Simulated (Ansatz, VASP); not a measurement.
**Two plane-wave programs on LiTlSe2**

File INCAR:

```
  ALGO = Normal
  EDIFF = 1E-6
  ENCUT = 750
  GGA = PE
  GGA_COMPAT = False
  ISIF = 2
  ISMEAR = 0
  LASPH = True
  LCHARG = False
  LREAL = False
  LWAVE = False
  NBANDS = 22
  NELM = 120
  PREC = Accurate
  SIGMA = 0.01
```

Contents of KPOINTS:

```
k-points
0
Gamma
  6 6 4
```

Contents of POSCAR:

```
LiTlSe2
1.0
    4.3177670478      0.0000000000      0.0000000000
    0.0000000000      4.3177670478      0.0000000000
    0.0000000000      0.0000000000      6.0132508369
Li Se Tl
1 2 1
Direct
    0.0000000000      0.0000000000      0.0000000000
    0.0000000000      0.5000000000      0.2268148555
    0.5000000000      0.0000000000      0.7731851445
    0.5000000000      0.5000000000      0.5000000000
```

Input for Ansatz:

```yaml
crystal:
  lattice:
    - [4.3177670478, 0.0, 0.0]
    - [0.0, 4.3177670478, 0.0]
    - [0.0, 0.0, 6.0132508369]
  atoms:
    - { symbol: Li, position: [0.0, 0.0, 0.0] }
    - { symbol: Se, position: [0.0, 0.5, 0.2268148555] }
    - { symbol: Tl, position: [0.5, 0.5, 0.5] }
    - { symbol: Se, position: [0.5, 0.0, 0.7731851445] }
kpoints:
  mp_grid: { grid: [6, 6, 4] }
hamiltonian:
  xc: pbe
scf:
  occupations: { method: fixed }
  n_extra_bands: 5
output:
  forces: true
  stress: true
  eigenvalues: true
```

Alike in both runs: task single point; functional PBE; k mesh 6 × 6 × 4; no spin polarisation.

|  | VASP | Ansatz |
| --- | --- | --- |
| version | VASP 6.6.1 | Ansatz 0.2.0 |
| potentials or method | VASP PAW PBE potentials, release 64 (Li_sv, Se, Tl_d) | plane waves, PAW |
| plane-wave cutoff (eV) | 750 | 420 |
| occupations | gaussian, width 0.01 eV | fixed |
| valence electrons in the cell | 28 | 48 |

Ansatz gave:

| Item | Value |
| --- | --- |
| gap on the k mesh at the Fermi level (eV) | 0.37 |
| pressure (GPa) | 0.0 |

Problem. Which values does VASP return?

Solution. gap on the k mesh at the Fermi level (eV): 0.36; pressure (GPa): 0.0.

VASP's potentials hold 28 valence electrons a cell and Ansatz's 48, so a difference there can come from the potentials and not from the codes.

Spin-orbit coupling is off throughout.
